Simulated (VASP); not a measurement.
# Ta2SiO3 (P-62m) in VASP: notebook, part 2 of 2

VASP 6.6.1. Earlier steps stand in the parts before.

## (3) Single point, PBE

Input file INCAR:

```
SYSTEM = Ta2SiO3
ALGO = Normal
EDIFF = 1E-6
ENCUT = 600
GGA = PE
GGA_COMPAT = .False.
ISIF = 2
ISMEAR = 0
LASPH = .True.
LCHARG = .False.
LREAL = .False.
LWAVE = .False.
NBANDS = 33
NELM = 120
PREC = Accurate
SIGMA = 0.02
```

Input file KPOINTS:

```
k-points
0
Gamma
  6 6 8
  0 0 0
```

Input file POSCAR:

```
Ta2SiO3
1.0
    5.0259090975      0.0000000000      0.0000000000
   -2.5129545487      4.3525649555      0.0000000000
    0.0000000000      0.0000000000      3.2230430687
Ta Si O
2 1 3
Direct
    0.3333333333      0.6666666667      0.5000000000
    0.6666666667      0.3333333333      0.5000000000
    0.0000000000      0.0000000000      0.0000000000
    0.5932183479      0.0000000000      0.0000000000
    0.0000000000      0.5932183479      0.0000000000
    0.4067816521      0.4067816521      0.0000000000
```

Potentials or basis: VASP PAW PBE potentials, release 64 (Ta_sv_GW, Si, O).

Started as:

```
cat potpaw_PBE.64/Ta_sv_GW/POTCAR potpaw_PBE.64/Si/POTCAR potpaw_PBE.64/O/POTCAR > POTCAR
mpirun -np 1 vasp_std > vasp.out
```

OUTCAR:

```text
SYSTEM = Ta2SiO3
   EDIFF = 1E-6
   ENCUT = 600
   GGA = PE
   ISIF = 2
   ISMEAR = 0
   LASPH = .True.
   LREAL = .False.
   NELM = 120
   PREC = Accurate

 ion  position               nearest neighbor table
   1  0.333  0.667  0.500-   5 2.22   5 2.22   4 2.22   4 2.22   6 2.22   6 2.22   2 2.90   2 2.90
                             2 2.90
   2  0.667  0.333  0.500-   4 2.22   4 2.22   5 2.22   5 2.22   6 2.22   6 2.22   1 2.90   1 2.90
                             1 2.90
   3  0.000  0.000  0.000-   5 2.04   6 2.04   4 2.04
   4  0.593  0.000  0.000-   3 2.04   2 2.22   2 2.22   1 2.22   1 2.22
   5  0.000  0.593  0.000-   3 2.04   1 2.22   1 2.22   2 2.22   2 2.22
   6  0.407  0.407  0.000-   3 2.04   1 2.22   1 2.22   2 2.22   2 2.22

  LATTYP: Found a hexagonal cell.
 ALAT       =     5.0259090975
 C/A-ratio  =     0.6412855876

  Lattice vectors:

 A1 = (   5.0259090975,   0.0000000000,   0.0000000000)
 A2 = (  -2.5129545487,   4.3525649555,   0.0000000000)
 A3 = (   0.0000000000,   0.0000000000,   3.2230430687)

Analysis of symmetry for initial positions (statically):
=====================================================================
 Subroutine PRICEL returns:
 Original cell was already a primitive cell.

 Routine SETGRP: Setting up the symmetry group for a
 hexagonal supercell.

 Subroutine GETGRP returns: Found 12 space group operations
 (whereof 12 operations were pure point group operations)
 out of a pool of 24 trial point group operations.

The static configuration has the point symmetry D_3h.

Analysis of symmetry for dynamics (positions and initial velocities):
=====================================================================
 Subroutine PRICEL returns:
 Original cell was already a primitive cell.

 Routine SETGRP: Setting up the symmetry group for a
 hexagonal supercell.

 Subroutine GETGRP returns: Found 12 space group operations
 (whereof 12 operations were pure point group operations)
 out of a pool of 24 trial point group operations.

[... 130 lines left out ...]
  Fermi-wavevector in a.u.,A,eV,Ry     =   1.440168  2.721523 28.219636  2.074085
  Thomas-Fermi vector in A             =   2.558942
   LORBIT       =      0    0 simple, 1 ext, 2 COOP (PROOUT), +10 PAW based schemes
   GGA     = PE    functional components
   LHFCALC =     F    Hartree Fock is set to
   AEXX    =    0.0000 exact exchange contribution
   IVDW    =     0    specifies the selected vdW correction
   LEPSILON=     F    determine dielectric tensor
   LRPA    =     F    only Hartree local field effects (RPA)
 non-spin polarized calculation
 Gauss-broadening in eV      SIGMA  =   0.02
  energy-cutoff  :      600.00
  volume of cell :       70.51
 maximum number of plane-waves:      2379
   NGX = 21   NGY = 21   NGZ = 13

 number of electron      47.9999994 magnetization

 Free energy of the ion-electron system (eV)
  ---------------------------------------------------
  ext. energy  EPLUGINS =         0.00000000
  ---------------------------------------------------
  free energy    TOTEN  =       -56.14378137 eV

  energy without entropy =      -56.14378137  energy(sigma->0) =      -56.14378137

 E-fermi :  10.6758     XC(G=0): -12.4101

 val. band max:       10.5244909290   @ k =   0.1667   0.0000   0.0000
 cond. band min:      11.2085289638   @ k =   0.1667   0.0000   0.0000
 fundamental gap:      0.6840380348
 Fermi energy:        10.6758214279

 k-point     1 :       0.0000    0.0000    0.0000
  band No.  band energies     occupation
      1     -58.8469      2.00000
      2     -58.7833      2.00000
      3     -25.4672      2.00000
      4     -25.4672      2.00000
      5     -25.4470      2.00000
      6     -25.3057      2.00000
[... 853 lines left out ...]
     32      14.4816      0.00000
     33      15.4775      0.00000

 [... further k-points ...]

------------------------ aborting loop because EDIFF is reached ----------------------------------------

  FORCE on cell =-STRESS in cart. coord.  units (eV):
  Direction    XX          YY          ZZ          XY          YZ          ZX
  --------------------------------------------------------------------------------------
  -------------------------------------------------------------------------------------
  Total       -0.0724336     -0.0724336     -0.0369046     -0.0000000      0.0000000     -0.0000000
  in kB       -1.6459808     -1.6459808     -0.8386207     -0.0000000      0.0000000     -0.0000000
  external PRESSURE =      -1.3768608 kB  Pullay stress =       0.0000000 kB

 VOLUME and BASIS-vectors are now :
 -----------------------------------------------------------------------------
  energy-cutoff  :      600.00
  volume of cell :       70.51
      direct lattice vectors                 reciprocal lattice vectors
     5.025909097  0.000000000  0.000000000     0.198968979  0.114874793  0.000000000
    -2.512954549  4.352564956  0.000000000     0.000000000  0.229749587  0.000000000
     0.000000000  0.000000000  3.223043069     0.000000000  0.000000000  0.310265789

 POSITION                                       TOTAL-FORCE (eV/Angst)
 -----------------------------------------------------------------------------------
     -0.00000      2.90171      1.61152        -0.000000      0.000000      0.000000
      2.51295      1.45085      1.61152         0.000000      0.000000      0.000000
      0.00000      0.00000      0.00000         0.000000      0.000000      0.000000
      2.98146      0.00000      0.00000        -0.010017      0.000000      0.000000
     -1.49073      2.58202      0.00000         0.005009     -0.008675      0.000000
      1.02222      1.77054      0.00000         0.005009      0.008675      0.000000
 -----------------------------------------------------------------------------------
    total drift:                               -0.000004     -0.000006      0.000001

  FREE ENERGIE OF THE ION-ELECTRON SYSTEM (eV)
  ---------------------------------------------------
  free  energy   TOTEN  =       -56.1437813671 eV

  energy  without entropy=      -56.1437813671  energy(sigma->0) =      -56.14378137
```

OSZICAR:

```text
N       E                     dE             d eps       ncg     rms          rms(c)
DAV:   1     0.403512560617E+03    0.40351E+03   -0.30863E+04  2334   0.160E+03
[... 13 lines left out ...]
DAV:  15    -0.561643235245E+02    0.18491E-01   -0.14560E-02  2985   0.700E-01    0.154E+01
DAV:  16    -0.561527815460E+02    0.11542E-01   -0.83603E-03  2721   0.530E-01    0.500E+00
DAV:  17    -0.561449951900E+02    0.77864E-02   -0.13677E-02  2880   0.656E-01    0.970E-01
DAV:  18    -0.561437709417E+02    0.12242E-02   -0.49204E-03  2821   0.381E-01    0.132E-01
DAV:  19    -0.561437792994E+02   -0.83578E-05   -0.10640E-04  2706   0.599E-02    0.446E-01
DAV:  20    -0.561437807675E+02   -0.14681E-05   -0.54855E-06  2747   0.125E-02    0.257E-01
DAV:  21    -0.561437813671E+02   -0.59965E-06   -0.93069E-07  1567   0.648E-03
   1 F= -.56143781E+02 E0= -.56143781E+02  d E =-.321885E-28
```

Wall time 2.7 min (1 thread of Intel Xeon 6975P-C (Granite Rapids), shared host); peak memory 0.26 GiB.

Results:

```yaml
Free_energy: -56.1438 eV
Pressure: -0.1 GPa
Largest_force: 0.010 eV/Å
Band_gap_on_the_k_mesh: 0.68 eV, direct
```

Forces in eV/Å, atoms in the order of the input:
```
Ta   0.000  0.000  0.000
Ta   0.000  0.000  0.000
Si   0.000  0.000  0.000
O   -0.010  0.000  0.000
O    0.005 -0.009  0.000
O    0.005  0.009  0.000
```

Caveat: spin-orbit coupling is left out, which moves the levels of the heavy elements.
